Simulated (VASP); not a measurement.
**Ru: single point with PBE**

The system is Ru.

```xyz
2
Lattice="2.4970 0.0000 0.0000 -1.2485 2.1625 0.0000 0.0000 0.0000 3.9782" Properties=species:S:1:pos:R:3 pbc="T T T"
Ru    0.0000    1.4417    0.9946
Ru    1.2485    0.7208    2.9837
```

```yaml
Program: VASP 6.6.1
Task: single point
Functional: PBE
Potentials_or_basis: VASP PAW PBE potentials, release 64 (Ru_pv)
Cutoff: 520 eV
k_mesh: 18 × 18 × 10
Occupations: fermi-dirac, width 0.08 eV
Spin: no spin polarisation
```

```json
{
 "Pressure": "140.3 GPa",
 "Band gap on the k mesh": "zero (band 14 reaches 19.79 eV, above the bottom of band 15 at 15.28 eV)"
}
```

Stress tensor (GPa, compression positive):
```
140.27   0.00   0.00
  0.00 140.27   0.00
  0.00   0.00 140.45
```

Levels at points of the mesh, in eV from the Fermi level:
```csv
k point,band 11,band 12,band 13,band 14,band 15,band 16,band 17,band 18
"(0.00, 0.00, 0.00)",-3.53,-2.74,-2.74,-1.91,-1.91,1.64,1.64,1.72
"(0.50, 0.00, 0.00)",-2.83,-2.07,-2.06,2.16,2.76,2.79,5.67,8.19
"(0.00, 0.00, 0.50)",-3.90,-3.90,-3.46,-3.46,0.81,0.81,0.81,0.81
"(0.50, 0.00, 0.50)",-1.50,-1.50,0.72,0.72,2.52,2.52,4.60,4.60
```

Wall time 120 s on 1 thread of AMD EPYC 7R13, with other jobs on the host, peak memory 0.17 GiB.
